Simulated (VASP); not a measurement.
# SiC (F-43m) in VASP: further runs

Runs on SiC. Level: r2SCAN. Tasks: single point.

Everything below comes from runs of VASP 6.6.1. Logs are shortened: lines on timing, memory, paths and dates and some standing lists are left out, and cuts for length are marked.

**1. The cell of the first run**

The structure is cubic, space group F-43m (No. 216). Conventional cell: a = 4.357 Å, b = 4.357 Å, c = 4.357 Å, α = 90.00°, β = 90.00°, γ = 90.00°. Si (site symmetry -43m) has 4 C at 1.89 Å within 2.5 Å. C (site symmetry -43m) has 4 Si at 1.89 Å within 2.5 Å.

**2. Single point, r2SCAN**

Input file POSCAR:

```
SiC
1.0
    0.0000000000      2.1783055711      2.1783055711
    2.1783055711      0.0000000000      2.1783055711
    2.1783055711      2.1783055711      0.0000000000
Si C
1 1
Direct
    0.0000000000      0.0000000000      0.0000000000
    0.2500000000      0.2500000000      0.2500000000
```

Input file INCAR.step1:

```
PREC     = Accurate       # precision mode
ENCUT    = 660            # plane-wave cutoff, eV
ISMEAR   = 0              # smearing method
SIGMA    = 0.02           # smearing width, eV
LREAL    = F              # projectors in reciprocal space
LASPH    = T              # aspherical terms in the spheres
NELM     = 120            # most SCF steps
NBANDS   = 11             # bands
GGA      = PE             # functional
ALGO     = Normal         # electronic algorithm
EDIFF    = 1E-5           # SCF threshold, eV
LWAVE    = T              # write WAVECAR
LCHARG   = F              # write CHGCAR
GGA_COMPAT= F
```

Input file INCAR.step2:

```
PREC     = Accurate       # precision mode
ENCUT    = 660            # plane-wave cutoff, eV
EDIFF    = 1E-6           # SCF threshold, eV
ISMEAR   = 0              # smearing method
SIGMA    = 0.02           # smearing width, eV
LREAL    = F              # projectors in reciprocal space
LASPH    = T              # aspherical terms in the spheres
NELM     = 120            # most SCF steps
ALGO     = Normal         # electronic algorithm
ISIF     = 2              # what is computed and relaxed
LWAVE    = F              # write WAVECAR
LCHARG   = T              # write CHGCAR
METAGGA  = R2SCAN         # meta-GGA
LMIXTAU  = T            
LELF     = T              # ELF
LVHAR    = T            
NBANDS   = 11             # bands
ISTART   = 1            
GGA_COMPAT= F
```

Input file KPOINTS:

```
regular mesh
0
Gamma
  10 10 10
```

Potentials or basis: VASP PAW PBE potentials, release 64 (Si, C).

Launch:

```
$ cat potpaw_PBE.64/Si/POTCAR potpaw_PBE.64/C/POTCAR > POTCAR
$ cp INCAR.step1 INCAR
$ mpirun -np 1 vasp_std > vasp.out
$ cp INCAR.step2 INCAR
$ mpirun -np 1 vasp_std > vasp.out
```

OUTCAR:

```text
PREC = Accurate
   ENCUT = 660
   EDIFF = 1E-6
   ISMEAR = 0
   LREAL = F
   LASPH = T
   NELM = 120
   ISIF = 2
   METAGGA = R2SCAN
   ISTART = 1

 ion  position               nearest neighbor table
   1  0.000  0.000  0.000-   2 1.89   2 1.89   2 1.89   2 1.89
   2  0.250  0.250  0.250-   1 1.89   1 1.89   1 1.89   1 1.89

  LATTYP: Found a face centered cubic cell.
 ALAT       =     4.3566111422

  Lattice vectors:

 A1 = (   0.0000000000,   2.1783055711,   2.1783055711)
 A2 = (   2.1783055711,   0.0000000000,   2.1783055711)
 A3 = (   2.1783055711,   2.1783055711,   0.0000000000)

Analysis of symmetry for initial positions (statically):
=====================================================================
 Subroutine PRICEL returns:
 Original cell was already a primitive cell.

 Routine SETGRP: Setting up the symmetry group for a
 face centered cubic supercell.

 Subroutine GETGRP returns: Found 24 space group operations
 (whereof 24 operations were pure point group operations)
 out of a pool of 48 trial point group operations.

The static configuration has the point symmetry T_d .

Analysis of symmetry for dynamics (positions and initial velocities):
=====================================================================
 Subroutine PRICEL returns:
 Original cell was already a primitive cell.

 Routine SETGRP: Setting up the symmetry group for a
 face centered cubic supercell.

 Subroutine GETGRP returns: Found 24 space group operations
 (whereof 24 operations were pure point group operations)
 out of a pool of 48 trial point group operations.

The dynamic configuration has the point symmetry T_d .

 Subroutine INISYM returns: Found 24 space group operations
 (whereof 24 operations are pure point group operations),
 and found     1 'primitive' translations

----------------------------------------------------------------------------------------

                                     Primitive cell

  volume of cell :      20.6722

  direct lattice vectors                    reciprocal lattice vectors
     0.000000000  2.178305571  2.178305571    -0.229536208  0.229536208  0.229536208
     2.178305571  0.000000000  2.178305571     0.229536208 -0.229536208  0.229536208
     2.178305571  2.178305571  0.000000000     0.229536208  0.229536208 -0.229536208

  length of vectors
     3.080589282  3.080589282  3.080589282     0.397568374  0.397568374  0.397568374

  position of ions in fractional coordinates (direct lattice)
     0.000000000  0.000000000  0.000000000
     0.250000000  0.250000000  0.250000000

  ion indices of the primitive-cell ions
   primitive index   ion index
                 1           1
                 2           2

----------------------------------------------------------------------------------------

 KPOINTS: regular mesh

Automatic generation of k-mesh.
 Grid dimensions read from file:
 generate k-points for:   10   10   10

 Generating k-lattice:

  Cartesian coordinates                     Fractional coordinates (reciprocal lattice)
    -0.022953621  0.022953621  0.022953621     0.100000000  0.000000000  0.000000000
     0.022953621 -0.022953621  0.022953621     0.000000000  0.100000000  0.000000000
     0.022953621  0.022953621 -0.022953621     0.000000000  0.000000000  0.100000000

  Length of vectors
     0.039756837  0.039756837  0.039756837

  Shift w.r.t. Gamma in fractional coordinates (k-lattice)
     0.000000000  0.000000000  0.000000000

 Subroutine IBZKPT returns following result:
 ===========================================

 Found     47 irreducible k-points:

 Following reciprocal coordinates:
            Coordinates               Weight
  0.000000  0.000000  0.000000      1.000000
  0.100000  0.000000  0.000000      8.000000
  0.200000  0.000000  0.000000      8.000000
  0.300000  0.000000  0.000000      8.000000
  0.400000  0.000000  0.000000      8.000000
  0.500000  0.000000  0.000000      4.000000
[... 16 lines left out ...]
  0.300000  0.300000  0.000000      6.000000
  0.400000  0.300000  0.000000     24.000000
 [... further k-points ...]
   k-points           NKPTS =     47   k-points in BZ     NKDIM =     47   number of bands    NBANDS=     11
   number of dos      NEDOS =    301   number of ions     NIONS =      2
   total plane-waves  NPLWV =  21952
   dimension x,y,z NGX =    28 NGY =   28 NGZ =   28
   dimension x,y,z NGXF=    56 NGYF=   56 NGZF=   56
   ions per type =               1   1
   NGX,Y,Z   is equivalent  to a cutoff of  15.11, 15.11, 15.11 a.u.
   NGXF,Y,Z  is equivalent  to a cutoff of  30.22, 30.22, 30.22 a.u.
 SYSTEM =  unknown system
   PREC   = accura    normal or accurate (medium, high low for compatibility)
   ISTART =      1    job   : 0-new  1-cont  2-samecut
   ICHARG =      0    charge: 1-file 2-atom 10-const
   ISPIN  =      1    spin polarized calculation?
   LNONCOLLINEAR =      F non collinear calculations
   LSORBIT =      F    spin-orbit coupling
   LASPH  =      T    aspherical Exc in radial PAW
   ENCUT  =  660.0 eV  48.51 Ry    6.96 a.u.   6.45  6.45  6.45*2*pi/ulx,y,z
   NELM   =    120;   NELMIN=  2; NELMDL=  0     # of ELM steps
   EDIFF  = 0.1E-05   stopping-criterion for ELM
   LREAL  =      F    real-space projection
   EDIFFG = 0.1E-04   stopping-criterion for IOM
   NSW    =      0    number of steps for IOM
   IBRION =     -1    ionic relax: 0-MD 1-quasi-New 2-CG
   NFREE  =      0    steps in history (QN), initial steepest desc. (CG)
   ISIF   =      2    stress and relaxation
   ISYM   =      2    0-nonsym 1-usesym 2-fastsym
   POTIM  = 0.5000    time-step for ionic-motion
   TEBEG  =    0.0;   TEEND  =   0.0 temperature during run
   PSTRESS=    0.0 pullay stress
   NELECT =       8.0000    total number of electrons
   NUPDOWN=      -1.0000    fix difference up-down
   EMIN   =  10.00;   EMAX   =-10.00  energy-range for DOS
   EFERMI =   0.00;   METHOD = LEGACY
   ISMEAR =     0;   SIGMA  =   0.02  broadening in eV -4-tet -1-fermi 0-gaus
   EFERMI_NEDOS =   21; number of points for ismear=-14 and -15
   IALGO  =     38    algorithm
   IMIX   =      4    mixing-type and parameters
     AMIX     =   0.40;   BMIX     =  1.00
     AMIX_MAG =   1.60;   BMIX_MAG =  1.00
  volume/ion in A,a.u.               =      10.34        69.75
  Fermi-wavevector in a.u.,A,eV,Ry     =   1.193006  2.254455 19.364679  1.423264
  Thomas-Fermi vector in A             =   2.329031
   LORBIT       =      0    0 simple, 1 ext, 2 COOP (PROOUT), +10 PAW based schemes
   METAGGA = R2SCAN    functional components
   LHFCALC =     F    Hartree Fock is set to
   AEXX    =    0.0000 exact exchange contribution
   IVDW    =     0    specifies the selected vdW correction
   LEPSILON=     F    determine dielectric tensor
   LRPA    =     F    only Hartree local field effects (RPA)
 non-spin polarized calculation
 Gauss-broadening in eV      SIGMA  =   0.02
  energy-cutoff  :      660.00
  volume of cell :       20.67
 maximum number of plane-waves:       821
 NGX is ok and might be reduce to    28
   NGX = 13   NGY = 13   NGZ = 13

 number of electron       8.0000000 magnetization

 Free energy of the ion-electron system (eV)
  ---------------------------------------------------
  ext. energy  EPLUGINS =         0.00000000
  ---------------------------------------------------
  free energy    TOTEN  =       -19.33151023 eV

  energy without entropy =      -19.33151023  energy(sigma->0) =      -19.33151023

 E-fermi :   8.0930     XC(G=0): -11.9383

 val. band max:        7.9908764001   @ k =   0.0000   0.0000   0.0000
 cond. band min:       9.7173215156   @ k =   0.5000   0.5000   0.0000
 fundamental gap:      1.7264451155
 Fermi energy:         8.0930210433

 k-point     1 :       0.0000    0.0000    0.0000
  band No.  band energies     occupation
      1      -8.1948      2.00000
      2       7.9909      2.00000
      3       7.9909      2.00000
      4       7.9909      2.00000
      5      14.8378      0.00000
      6      15.8494      0.00000
      7      15.8494      0.00000
      8      15.8494      0.00000
      9      23.2076      0.00000
     10      23.2076      0.00000
     11      25.7714      0.00000

 k-point     2 :       0.1000    0.0000    0.0000
  band No.  band energies     occupation
      1      -7.9923      2.00000
      2       6.9424      2.00000
      3       7.8511      2.00000
      4       7.8511      2.00000
      5      15.0898      0.00000
      6      16.1083      0.00000
      7      16.1083      0.00000
      8      16.1943      0.00000
      9      22.2709      0.00000
     10      22.2709      0.00000
     11      25.3922      0.00000

 k-point     3 :       0.2000    0.0000    0.0000
  band No.  band energies     occupation
      1      -7.3947      2.00000
      2       4.7327      2.00000
      3       7.5294      2.00000
      4       7.5294      2.00000
      5      14.7790      0.00000
      6      16.4884      0.00000
      7      16.4884      0.00000
      8      17.5409      0.00000
      9      21.6072      0.00000
     10      21.6072      0.00000
     11      24.4429      0.00000

 k-point     4 :       0.3000    0.0000    0.0000
  band No.  band energies     occupation
      1      -6.4430      2.00000
      2       2.3273      2.00000
      3       7.1965      2.00000
      4       7.1965      2.00000
      5      14.3634      0.00000
      6      16.3323      0.00000
      7      16.3323      0.00000
      8      18.6166      0.00000
      9      22.5115      0.00000
     10      22.5115      0.00000
     11      24.1905      0.00000

 k-point     5 :       0.4000    0.0000    0.0000
  band No.  band energies     occupation
      1      -5.2819      2.00000
      2       0.2124      2.00000
      3       6.9654      2.00000
      4       6.9654      2.00000
      5      14.0871      0.00000
      6      15.9268      0.00000
      7      15.9268      0.00000
      8      18.9407      0.00000
      9      24.5951      0.00000
     10      24.5951      0.00000
     11      24.8749      0.00000
[... 211 lines left out ...]
 k-point    21 :      -0.3000    0.2000    0.0000
  band No.  band energies     occupation
      1      -5.0441      2.00000
      2       1.3192      2.00000
      3       4.0464      2.00000
      4       6.7637      2.00000
      5      14.1315      0.00000
      6      16.9368      0.00000
      7      17.3775      0.00000
      8      19.1247      0.00000
      9      21.4793      0.00000
     10      24.5397      0.00000
     11      28.2209      0.00000

 k-point    22 :      -0.2000    0.2000    0.0000
  band No.  band energies     occupation
      1      -6.1231      2.00000
      2       2.9747      2.00000
      3       4.6665      2.00000
      4       7.3103      2.00000
      5      15.1489      0.00000
      6      16.6719      0.00000
      7      16.9876      0.00000
      8      17.9026      0.00000
      9      20.1887      0.00000
     10      24.4927      0.00000
     11      28.2539      0.00000

 k-point    23 :       0.3000    0.3000    0.0000
  band No.  band energies     occupation
      1      -5.8466      2.00000
      2       3.4230      2.00000
      3       5.5198      2.00000
      4       5.5198      2.00000
      5      11.6117      0.00000
      6      14.1426      0.00000
      7      20.3889      0.00000
      8      20.3889      0.00000
      9      21.3647      0.00000
     10      25.9633      0.00000
     11      30.9168      0.00000

 k-point    24 :       0.4000    0.3000    0.0000
  band No.  band energies     occupation
      1      -4.9584      2.00000
      2       2.1550      2.00000
      3       4.7183      2.00000
      4       5.2441      2.00000
      5      11.2908      0.00000
      6      14.1580      0.00000
      7      20.5011      0.00000
      8      20.8047      0.00000
      9      22.8455      0.00000
     10      27.0876      0.00000
     11      30.5021      0.00000

 [... further k-points ...]

------------------------ aborting loop because EDIFF is reached ----------------------------------------

  FORCE on cell =-STRESS in cart. coord.  units (eV):
  Direction    XX          YY          ZZ          XY          YZ          ZX
  --------------------------------------------------------------------------------------
  -------------------------------------------------------------------------------------
  Total       -0.0560751     -0.0560751     -0.0560751     -0.0000000      0.0000000     -0.0000000
  in kB       -4.3460458     -4.3460458     -4.3460458     -0.0000000      0.0000000     -0.0000000
  external PRESSURE =      -4.3460458 kB  Pullay stress =       0.0000000 kB

 VOLUME and BASIS-vectors are now :
 -----------------------------------------------------------------------------
  energy-cutoff  :      660.00
  volume of cell :       20.67
      direct lattice vectors                 reciprocal lattice vectors
     0.000000000  2.178305571  2.178305571    -0.229536208  0.229536208  0.229536208
     2.178305571  0.000000000  2.178305571     0.229536208 -0.229536208  0.229536208
     2.178305571  2.178305571  0.000000000     0.229536208  0.229536208 -0.229536208

 POSITION                                       TOTAL-FORCE (eV/Angst)
 -----------------------------------------------------------------------------------
      0.00000      0.00000      0.00000        -0.000000      0.000000     -0.000000
      1.08915      1.08915      1.08915         0.000000     -0.000000      0.000000
 -----------------------------------------------------------------------------------
    total drift:                               -0.000000     -0.000000     -0.000000

  FREE ENERGIE OF THE ION-ELECTRON SYSTEM (eV)
  ---------------------------------------------------
  free  energy   TOTEN  =       -19.3315102302 eV

  energy  without entropy=      -19.3315102302  energy(sigma->0) =      -19.33151023
```

Wall time 49 s (1 thread of Intel Xeon 8259CL, shared host); peak memory 0.16 GiB.

Results:

```
Free energy            : -19.3315 eV
Pressure               : -0.4 GPa
Band gap on the k mesh : 1.73 eV (least direct gap 5.06 eV)
```

Caveat: the PAW data sets were made with another functional, which shifts forces and pressure a little. A k mesh can miss the band edges.

**3. Single point, r2SCAN**

POSCAR is that of step 2.

Input file INCAR.step1:

```
SYSTEM = SiC
ALGO     = Normal         ! electronic algorithm
EDIFF    = 1E-5           ! SCF threshold, eV
ENCUT    = 660            ! plane-wave cutoff, eV
GGA      = PE             ! functional
GGA_COMPAT= .False.      
ISMEAR   = 0              ! smearing method
LASPH    = .True.         ! aspherical terms in the spheres
LCHARG   = .False.        ! write CHGCAR
LREAL    = .False.        ! projectors in reciprocal space
LWAVE    = .True.         ! write WAVECAR
NBANDS   = 11             ! bands
NELM     = 120            ! most SCF steps
PREC     = Accurate       ! precision mode
SIGMA    = 0.01           ! smearing width, eV
```

Input file INCAR.step2:

```
SYSTEM = SiC
ALGO     = Normal         ! electronic algorithm
EDIFF    = 1E-6           ! SCF threshold, eV
ENCUT    = 660            ! plane-wave cutoff, eV
GGA_COMPAT= .False.      
ISIF     = 2              ! what is computed and relaxed
ISMEAR   = 0              ! smearing method
ISTART   = 1            
LASPH    = .True.         ! aspherical terms in the spheres
LCHARG   = .True.         ! write CHGCAR
LELF     = .True.         ! ELF
LMIXTAU  = .True.       
LREAL    = .False.        ! projectors in reciprocal space
LVHAR    = .True.       
LWAVE    = .False.        ! write WAVECAR
METAGGA  = R2SCAN         ! meta-GGA
NBANDS   = 11             ! bands
NELM     = 120            ! most SCF steps
PREC     = Accurate       ! precision mode
SIGMA    = 0.01           ! smearing width, eV
```

Input file KPOINTS:

```
k-points
0
Gamma
  10 10 10
  0 0 0
```

Potentials or basis: VASP PAW PBE potentials, release 64 (Si, C).

Launch:

```
$ cat potpaw_PBE.64/Si/POTCAR potpaw_PBE.64/C/POTCAR > POTCAR
$ cp INCAR.step1 INCAR
$ mpirun -np 1 vasp_std > vasp.out
$ cp INCAR.step2 INCAR
$ mpirun -np 1 vasp_std > vasp.out
```

It took 51 s on 1 thread of Intel Xeon 8259CL, shared host; peak memory 0.16 GiB.

The run converged. Its results:

| Item | Value |
| --- | --- |
| Free energy | -19.3315 eV |
| Pressure | -0.4 GPa |
| Band gap on the k mesh | 1.73 eV (least direct gap 5.06 eV) |

Levels at points of the mesh, in eV from the valence-band top:
```tsv
k point	band 1	band 2	band 3	band 4	band 5	band 6	band 7	band 8
(0.00, 0.00, 0.00)	-16.19	0.00	0.00	0.00	6.85	7.86	7.86	7.86
(0.50, 0.00, 0.00)	-12.56	-8.82	-1.11	-1.11	6.00	7.76	7.76	10.96
(0.50, 0.50, 0.00)	-11.09	-8.05	-3.33	-3.33	1.73	4.83	15.14	15.14
```

Caveat: the PAW data sets were made with another functional, which shifts forces and pressure a little. A k mesh can miss the band edges.

**4. Single point, r2SCAN**

POSCAR is that of step 3.

Input file INCAR.step1:

```
PREC     = Accurate       # precision mode
ENCUT    = 660            # plane-wave cutoff, eV
ISMEAR   = 0              # smearing method
SIGMA    = 0.01           # smearing width, eV
LREAL    = False          # projectors in reciprocal space
LASPH    = True           # aspherical terms in the spheres
NELM     = 120            # most SCF steps
NBANDS   = 11             # bands
GGA      = PE             # functional
ALGO     = Normal         # electronic algorithm
EDIFF    = 1E-5           # SCF threshold, eV
LWAVE    = True           # write WAVECAR
LCHARG   = False          # write CHGCAR
GGA_COMPAT= False
```

Input file INCAR.step2:

```
PREC     = Accurate       # precision mode
ENCUT    = 660            # plane-wave cutoff, eV
EDIFF    = 1E-6           # SCF threshold, eV
ISMEAR   = 0              # smearing method
SIGMA    = 0.01           # smearing width, eV
LREAL    = False          # projectors in reciprocal space
LASPH    = True           # aspherical terms in the spheres
NELM     = 120            # most SCF steps
ALGO     = Normal         # electronic algorithm
ISIF     = 2              # what is computed and relaxed
LWAVE    = False          # write WAVECAR
LCHARG   = True           # write CHGCAR
METAGGA  = R2SCAN         # meta-GGA
LMIXTAU  = True         
LELF     = True           # ELF
LVHAR    = True         
NBANDS   = 11             # bands
ISTART   = 1            
GGA_COMPAT= False
```

Input file KPOINTS:

```
Automatic mesh
0
Gamma
  10 10 10
```

Launch:

```
$ cat potpaw_PBE.64/Si/POTCAR potpaw_PBE.64/C/POTCAR > POTCAR
$ cp INCAR.step1 INCAR
$ mpirun -np 1 vasp_std > vasp.out
$ cp INCAR.step2 INCAR
$ mpirun -np 1 vasp_std > vasp.out
```

Run time: 38 s. Hardware: 1 thread of Intel Xeon 8259CL, shared host; peak memory 0.16 GiB.

Results (log left out):

| Item | Value |
| --- | --- |
| Free energy | -19.3315 eV |
| Pressure | -0.4 GPa |
| Band gap on the k mesh | 1.73 eV (least direct gap 5.06 eV) |

Levels at points of the mesh, in eV from the valence-band top:
| k point | band 1 | band 2 | band 3 | band 4 | band 5 | band 6 | band 7 | band 8 |
| --- | --- | --- | --- | --- | --- | --- | --- | --- |
| (0.00, 0.00, 0.00) | -16.19 | 0.00 | 0.00 | 0.00 | 6.85 | 7.86 | 7.86 | 7.86 |
| (0.50, 0.00, 0.00) | -12.56 | -8.82 | -1.11 | -1.11 | 6.00 | 7.76 | 7.76 | 10.96 |
| (0.50, 0.50, 0.00) | -11.09 | -8.05 | -3.33 | -3.33 | 1.73 | 4.83 | 15.14 | 15.14 |

Caveat: the PAW data sets were made with another functional, which shifts forces and pressure a little. A k mesh can miss the band edges.
